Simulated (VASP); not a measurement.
# W (I4/mmm) in VASP: further runs

W is run at these levels: PBEsol; tasks: single point.

All numbers are computed with VASP 6.6.1; they aren't measurements. Logs are shortened: lines on timing, memory, paths and dates and some standing lists are left out, and cuts for length are marked.

## Step 1: The cell of the first run

Symmetry: I4/mmm, No. 139, tetragonal system. The conventional cell has a = 3.354 Å, b = 3.354 Å, c = 3.035 Å, α = 90.00°, β = 90.00°, γ = 90.00°. Within 3.7 Å of W (site symmetry 4/mmm) lie 14 W at 2.82 to 3.35 Å.

## Step 2: Single point, PBEsol (strain +0.050 along x and y, -0.050 along z)

The input, INCAR:

```
SYSTEM = W
PREC     = Accurate       ! precision mode
ENCUT    = 520            ! plane-wave cutoff, eV
EDIFF    = 1E-6           ! SCF threshold, eV
ISMEAR   = 0              ! smearing method
SIGMA    = 0.15           ! smearing width, eV
LREAL    = .FALSE.        ! projectors in reciprocal space
LASPH    = .TRUE.         ! aspherical terms in the spheres
NELM     = 80             ! most SCF steps
ALGO     = Fast           ! electronic algorithm
ISIF     = 2              ! what is computed and relaxed
LWAVE    = .FALSE.        ! write WAVECAR
LCHARG   = .FALSE.        ! write CHGCAR
GGA      = PS             ! functional
NBANDS   = 13             ! bands
```

The input, KPOINTS:

```
regular mesh
0
G
  20 20 20
  0 0 0
```

The input, POSCAR:

```
W
1.0
   -1.6771650000      1.6771650000      1.5174350000
    1.6771650000     -1.6771650000      1.5174350000
    1.6771650000      1.6771650000     -1.5174350000
W
1
Direct
    0.0000000000      0.0000000000      0.0000000000
```

Potentials or basis: VASP PAW PBE potentials, release 64 (W_sv).

On the command line:

```bash
> cat potpaw_PBE.64/W_sv/POTCAR > POTCAR
> mpirun -np 1 vasp_std > vasp.out
```

OUTCAR:

```text
SYSTEM = W
   PREC = Accurate
   ENCUT = 520
   EDIFF = 1E-6
   ISMEAR = 0
   LREAL = .FALSE.
   LASPH = .TRUE.
   NELM = 80
   ISIF = 2
   GGA = PS

 ion  position               nearest neighbor table
   1  0.000  0.000  0.000-

  LATTYP: Found a body centered tetragonal cell.
 ALAT       =     3.3543300000
 C/A-ratio  =     0.9047619048

  Lattice vectors:

 A1 = (  -1.6771650000,   1.6771650000,   1.5174350000)
 A2 = (   1.6771650000,  -1.6771650000,   1.5174350000)
 A3 = (   1.6771650000,   1.6771650000,  -1.5174350000)

Analysis of symmetry for initial positions (statically):
=====================================================================
 Subroutine PRICEL returns:
 Original cell was already a primitive cell.

 Routine SETGRP: Setting up the symmetry group for a
 body centered tetragonal supercell.

 Subroutine GETGRP returns: Found 16 space group operations
 (whereof 16 operations were pure point group operations)
 out of a pool of 16 trial point group operations.

The static configuration has the point symmetry D_4h.

Analysis of symmetry for dynamics (positions and initial velocities):
=====================================================================
 Subroutine PRICEL returns:
 Original cell was already a primitive cell.

 Routine SETGRP: Setting up the symmetry group for a
 body centered tetragonal supercell.

 Subroutine GETGRP returns: Found 16 space group operations
 (whereof 16 operations were pure point group operations)
 out of a pool of 16 trial point group operations.

The dynamic configuration has the point symmetry D_4h.

 Subroutine INISYM returns: Found 16 space group operations
 (whereof 16 operations are pure point group operations),
 and found     1 'primitive' translations

----------------------------------------------------------------------------------------

                                     Primitive cell

  volume of cell :      17.0735

  direct lattice vectors                    reciprocal lattice vectors
    -1.677165000  1.677165000  1.517435000     0.000000000  0.298122129  0.329503405
     1.677165000 -1.677165000  1.517435000     0.298122129  0.000000000  0.329503405
     1.677165000  1.677165000 -1.517435000     0.298122129  0.298122129  0.000000000

  length of vectors
     2.815736823  2.815736823  2.815736823     0.444352673  0.444352673  0.421608358

  position of ions in fractional coordinates (direct lattice)
     0.000000000  0.000000000  0.000000000

  ion indices of the primitive-cell ions
   primitive index   ion index
                 1           1

----------------------------------------------------------------------------------------

 KPOINTS: regular mesh

Automatic generation of k-mesh.
 Grid dimensions read from file:
 generate k-points for:   20   20   20

 Generating k-lattice:

  Cartesian coordinates                     Fractional coordinates (reciprocal lattice)
     0.000000000  0.014906106  0.016475170     0.050000000 -0.000000000  0.000000000
     0.014906106  0.000000000  0.016475170    -0.000000000  0.050000000  0.000000000
     0.014906106  0.014906106  0.000000000     0.000000000  0.000000000  0.050000000

  Length of vectors
     0.022217634  0.022217634  0.021080418

  Shift w.r.t. Gamma in fractional coordinates (k-lattice)
     0.000000000  0.000000000  0.000000000

 Subroutine IBZKPT returns following result:
 ===========================================

 Found    641 irreducible k-points:

 Following reciprocal coordinates:
            Coordinates               Weight
  0.000000  0.000000  0.000000      1.000000
  0.050000  0.000000  0.000000      8.000000
  0.100000 -0.000000  0.000000      8.000000
  0.150000 -0.000000  0.000000      8.000000
  0.200000 -0.000000  0.000000      8.000000
  0.250000 -0.000000  0.000000      8.000000
[... 16 lines left out ...]
 -0.400000  0.050000  0.000000     16.000000
 -0.350000  0.050000 -0.000000     16.000000
 [... further k-points ...]
   k-points           NKPTS =    641   k-points in BZ     NKDIM =    641   number of bands    NBANDS=     13
   number of dos      NEDOS =    301   number of ions     NIONS =      1
   total plane-waves  NPLWV =  13824
   dimension x,y,z NGX =    24 NGY =   24 NGZ =   24
   dimension x,y,z NGXF=    48 NGYF=   48 NGZF=   48
   ions per type =               1
   NGX,Y,Z   is equivalent  to a cutoff of  14.17, 14.17, 14.17 a.u.
   NGXF,Y,Z  is equivalent  to a cutoff of  28.34, 28.34, 28.34 a.u.
 SYSTEM =  W
   PREC   = accura    normal or accurate (medium, high low for compatibility)
   ISTART =      0    job   : 0-new  1-cont  2-samecut
   ICHARG =      2    charge: 1-file 2-atom 10-const
   ISPIN  =      1    spin polarized calculation?
   LNONCOLLINEAR =      F non collinear calculations
   LSORBIT =      F    spin-orbit coupling
   LASPH  =      T    aspherical Exc in radial PAW
   ENCUT  =  520.0 eV  38.22 Ry    6.18 a.u.   5.24  5.24  5.24*2*pi/ulx,y,z
   NELM   =     80;   NELMIN=  2; NELMDL= -5     # of ELM steps
   EDIFF  = 0.1E-05   stopping-criterion for ELM
   LREAL  =      F    real-space projection
   EDIFFG = 0.1E-04   stopping-criterion for IOM
   NSW    =      0    number of steps for IOM
   IBRION =     -1    ionic relax: 0-MD 1-quasi-New 2-CG
   NFREE  =      0    steps in history (QN), initial steepest desc. (CG)
   ISIF   =      2    stress and relaxation
   ISYM   =      2    0-nonsym 1-usesym 2-fastsym
   POTIM  = 0.5000    time-step for ionic-motion
   TEBEG  =    0.0;   TEEND  =   0.0 temperature during run
   PSTRESS=    0.0 pullay stress
   NELECT =      14.0000    total number of electrons
   NUPDOWN=      -1.0000    fix difference up-down
   EMIN   =  10.00;   EMAX   =-10.00  energy-range for DOS
   EFERMI =   0.00;   METHOD = LEGACY
   ISMEAR =     0;   SIGMA  =   0.15  broadening in eV -4-tet -1-fermi 0-gaus
   EFERMI_NEDOS =   21; number of points for ismear=-14 and -15
   IALGO  =     68    algorithm
   IMIX   =      4    mixing-type and parameters
     AMIX     =   0.40;   BMIX     =  1.00
     AMIX_MAG =   1.60;   BMIX_MAG =  1.00
  volume/ion in A,a.u.               =      17.07       115.22
  Fermi-wavevector in a.u.,A,eV,Ry     =   1.532299  2.895626 31.945681  2.347941
  Thomas-Fermi vector in A             =   2.639525
   LORBIT       =      0    0 simple, 1 ext, 2 COOP (PROOUT), +10 PAW based schemes
   GGA     = PS    functional components
   LHFCALC =     F    Hartree Fock is set to
   AEXX    =    0.0000 exact exchange contribution
   IVDW    =     0    specifies the selected vdW correction
   LEPSILON=     F    determine dielectric tensor
   LRPA    =     F    only Hartree local field effects (RPA)
 non-spin polarized calculation
 RMM-DIIS sequential band-by-band and
 Gauss-broadening in eV      SIGMA  =   0.15
  energy-cutoff  :      520.00
  volume of cell :       17.07
 maximum number of plane-waves:       477
 NGX is ok and might be reduce to    24
   NGX = 11   NGY = 11   NGZ = 11

 number of electron      14.0000001 magnetization

 Free energy of the ion-electron system (eV)
  ---------------------------------------------------
  ext. energy  EPLUGINS =         0.00000000
  ---------------------------------------------------
  free energy    TOTEN  =       -13.60883544 eV

  energy without entropy =      -13.60325932  energy(sigma->0) =      -13.60604738

 E-fermi :  10.2219     XC(G=0): -13.3425

 val. band max:       10.2137743534   @ k =  -0.4000   0.4000   0.2500
 cond. band min:      10.2223424029   @ k =  -0.3000  -0.4000   0.3000
 fundamental gap:      0.0085680494
 Fermi energy:        10.2219156981

 k-point     1 :       0.0000    0.0000    0.0000
  band No.  band energies     occupation
      1     -64.0115      2.00000
      2     -27.6890      2.00000
      3     -27.6890      2.00000
      4     -27.6177      2.00000
      5       0.9985      2.00000
      6       8.3585      2.00000
      7       9.6448      2.00000
      8       9.6448      2.00000
      9      11.3487      0.00000
     10      13.0174      0.00000
     11      24.0674      0.00000
     12      24.0674      0.00000
     13      26.0091      0.00000

 k-point     2 :       0.0500    0.0000    0.0000
  band No.  band energies     occupation
      1     -64.0090      2.00000
      2     -27.7034      2.00000
      3     -27.6978      2.00000
      4     -27.6313      2.00000
      5       1.1147      2.00000
      6       8.3865      2.00000
      7       9.6112      2.00000
      8       9.6442      2.00000
      9      11.3575      0.00000
     10      12.9231      0.00000
     11      24.2755      0.00000
     12      24.2781      0.00000
     13      26.1166      0.00000

 k-point     3 :       0.1000   -0.0000    0.0000
  band No.  band energies     occupation
      1     -64.0019      2.00000
      2     -27.7638      2.00000
      3     -27.7230      2.00000
      4     -27.6514      2.00000
      5       1.4543      2.00000
      6       8.3983      2.00000
      7       9.4862      2.00000
      8       9.7280      2.00000
      9      11.4081      0.00000
     10      12.7027      0.00000
     11      24.8043      0.00000
     12      24.8819      0.00000
     13      26.3855      0.00000

 k-point     4 :       0.1500   -0.0000    0.0000
  band No.  band energies     occupation
      1     -63.9907      2.00000
      2     -27.8753      2.00000
      3     -27.7621      2.00000
      4     -27.6639      2.00000
      5       1.9883      2.00000
      6       8.2616      2.00000
      7       9.2396      2.00000
      8      10.0615      1.86967
      9      11.5520      0.00000
     10      12.4785      0.00000
     11      25.2997      0.00000
     12      25.8408      0.00000
     13      26.6968      0.00000

 k-point     5 :       0.2000   -0.0000    0.0000
  band No.  band energies     occupation
      1     -63.9767      2.00000
      2     -28.0186      2.00000
      3     -27.8109      2.00000
      4     -27.6740      2.00000
      5       2.6608      2.00000
      6       7.9826      2.00000
      7       8.9213      2.00000
      8      10.6737      0.00002
      9      11.8127      0.00000
     10      12.3307      0.00000
     11      25.1673      0.00000
     12      27.0149      0.00000
     13      27.0928      0.00000
[... 257 lines left out ...]
 k-point    22 :      -0.4500    0.0500    0.0000
  band No.  band energies     occupation
      1     -63.9156      2.00000
      2     -28.6028      2.00000
      3     -28.0224      2.00000
      4     -27.7158      2.00000
      5       4.5339      2.00000
      6       6.7779      2.00000
      7      10.1004      1.74795
      8      12.2056      0.00000
      9      13.5834      0.00000
     10      15.2074      0.00000
     11      20.9432      0.00000
     12      22.3736      0.00000
     13      26.0462      0.00000

 k-point    23 :      -0.4000    0.0500    0.0000
  band No.  band energies     occupation
      1     -63.9251      2.00000
      2     -28.5155      2.00000
      3     -27.9905      2.00000
      4     -27.7087      2.00000
      5       4.4841      2.00000
      6       6.9561      2.00000
      7       9.3135      2.00000
      8      12.2914      0.00000
      9      13.1121      0.00000
     10      14.2852      0.00000
     11      21.7628      0.00000
     12      23.6643      0.00000
     13      27.3366      0.00000

 k-point    24 :      -0.3500    0.0500   -0.0000
  band No.  band energies     occupation
      1     -63.9380      2.00000
      2     -28.3952      2.00000
      3     -27.9457      2.00000
      4     -27.6999      2.00000
      5       4.2473      2.00000
      6       7.2048      2.00000
      7       8.7338      2.00000
      8      12.3070      0.00000
      9      12.6072      0.00000
     10      13.2648      0.00000
     11      22.7063      0.00000
     12      25.2335      0.00000
     13      28.7847      0.00000

 [... further k-points ...]

------------------------ aborting loop because EDIFF is reached ----------------------------------------

  FORCE on cell =-STRESS in cart. coord.  units (eV):
  Direction    XX          YY          ZZ          XY          YZ          ZX
  --------------------------------------------------------------------------------------
  -------------------------------------------------------------------------------------
  Total       -3.2035492     -3.2035492     -0.3063598      0.0000000      0.0000000      0.0000000
  in kB     -300.6216940   -300.6216940    -28.7488604      0.0000000      0.0000000      0.0000000
  external PRESSURE =    -209.9974161 kB  Pullay stress =       0.0000000 kB

 VOLUME and BASIS-vectors are now :
 -----------------------------------------------------------------------------
  energy-cutoff  :      520.00
  volume of cell :       17.07
      direct lattice vectors                 reciprocal lattice vectors
    -1.677165000  1.677165000  1.517435000     0.000000000  0.298122129  0.329503405
     1.677165000 -1.677165000  1.517435000     0.298122129  0.000000000  0.329503405
     1.677165000  1.677165000 -1.517435000     0.298122129  0.298122129  0.000000000

 POSITION                                       TOTAL-FORCE (eV/Angst)
 -----------------------------------------------------------------------------------
      0.00000      0.00000      0.00000         0.000000     -0.000000     -0.000000
 -----------------------------------------------------------------------------------
    total drift:                               -0.000000      0.000000      0.000000

  FREE ENERGIE OF THE ION-ELECTRON SYSTEM (eV)
  ---------------------------------------------------
  free  energy   TOTEN  =       -13.6088354356 eV

  energy  without entropy=      -13.6032593196  energy(sigma->0) =      -13.60604738
```

It took 1.8 min on 1 thread of AMD EPYC 7R13 (Zen 3), shared host; peak memory 0.22 GiB.

What came out:

```yaml
Free_energy: -13.6088 eV
Pressure: -21.0 GPa
Band_gap_on_the_k_mesh: zero (band 7 reaches 14.80 eV, above the bottom of band 8 at 9.24 eV)
```

Stress tensor (GPa, compression positive):
```
-30.06   0.00   0.00
  0.00 -30.06   0.00
  0.00   0.00  -2.87
```

Caveat: the cell differs from its parent crystal (strain +0.050 along x and y, -0.050 along z); the PAW data sets were made with another functional, which shifts forces and pressure a little; spin-orbit coupling is left out, which moves the levels of the heavy elements.

## Step 3: Single point, PBEsol

The input, INCAR:

```
PREC = Accurate
ENCUT = 520
EDIFF = 1E-6
ISMEAR = -5
SIGMA = 0.15
LREAL = False
LASPH = True
NELM = 60
ALGO = Fast
ISIF = 2
LWAVE = False
LCHARG = False
GGA = PS
NBANDS = 13
```

The input, KPOINTS:

```
regular mesh
0
Gamma
  20 20 20
```

POSCAR is that of step 2.

Potentials or basis: VASP PAW PBE potentials, release 64 (W_sv).

On the command line:

```bash
> cat potpaw_PBE.64/W_sv/POTCAR > POTCAR
> mpirun -np 1 vasp_std > vasp.out
```

It took 1.9 min on 1 thread of AMD EPYC 7R13 (Zen 3), shared host; peak memory 0.26 GiB.

Results (log left out):

```
Free energy            : -13.6050 eV
Pressure               : -21.0 GPa
Band gap on the k mesh : zero (band 7 reaches 14.80 eV, above the bottom of band 8 at 9.24 eV)
```

Stress tensor (GPa, compression positive):
```
-30.09   0.00   0.00
  0.00 -30.09   0.00
  0.00   0.00  -2.75
```

Levels at points of the mesh, in eV from the Fermi level:
| k point | band 3 | band 4 | band 5 | band 6 | band 7 | band 8 | band 9 | band 10 | band 11 | band 12 |
| --- | --- | --- | --- | --- | --- | --- | --- | --- | --- | --- |
| (0.00, 0.00, 0.00) | -37.93 | -37.85 | -9.23 | -1.88 | -0.59 | -0.59 | 1.11 | 2.78 | 13.84 | 13.84 |
| (0.50, 0.00, 0.00) | -38.27 | -37.95 | -5.79 | -3.60 | 0.77 | 1.89 | 3.70 | 5.48 | 10.15 | 11.16 |
| (0.50, 0.50, 0.00) | -38.13 | -37.89 | -5.88 | -2.29 | 0.01 | 0.83 | 2.28 | 5.35 | 9.44 | 11.79 |
| (0.50, 0.50, 0.50) | -38.69 | -38.43 | -5.39 | -5.17 | 4.56 | 4.56 | 4.93 | 6.81 | 6.81 | 9.55 |

Caveat: the PAW data sets were made with another functional, which shifts forces and pressure a little; spin-orbit coupling is left out, which moves the levels of the heavy elements; tetrahedron occupations give inexact forces and stress in metals.
